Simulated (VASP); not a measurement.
Input of a VASP 6.6.1 run:

INCAR

```
SYSTEM = Sn2Pt
  ALGO = Normal
  EDIFF = 1E-7
  ENCUT = 520
  GGA = CA
  ISIF = 2
  ISMEAR = -1
  LASPH = .True.
  LCHARG = .False.
  LREAL = .False.
  LWAVE = .False.
  NBANDS = 26
  NELM = 80
  PREC = Accurate
  SIGMA = 0.01
```

File KPOINTS:

```
k-points
0
Gamma
  8 8 8
  0 0 0
```

The input POSCAR:

```
Sn2Pt
1.0
    0.0000000000      3.1469203742      3.1469203742
    3.1469203742      0.0000000000      3.1469203742
    3.1469203742      3.1469203742      0.0000000000
Sn Pt
2 1
Direct
    0.2500000000      0.2500000000      0.2500000000
    0.7500000000      0.7500000000      0.7500000000
    0.0000000000      0.0000000000      0.0000000000
```

Potentials or basis: VASP PAW LDA potentials, release 64 (Sn_d, Pt).

The run is started by

```sh
$ cat potpaw_LDA.64/Sn_d/POTCAR potpaw_LDA.64/Pt/POTCAR > POTCAR
$ mpirun -np 1 vasp_std > vasp.out
```

Task: Estimate the pressure.

Result: 7.4 GPa.

Task: What does it give for the band gap on the k mesh?

Result: Zero (bands 19 and 20 overlap by 3.67 eV).

Caveat: the cell stands under pressure; spin-orbit coupling is left out, which moves the levels of the heavy elements.
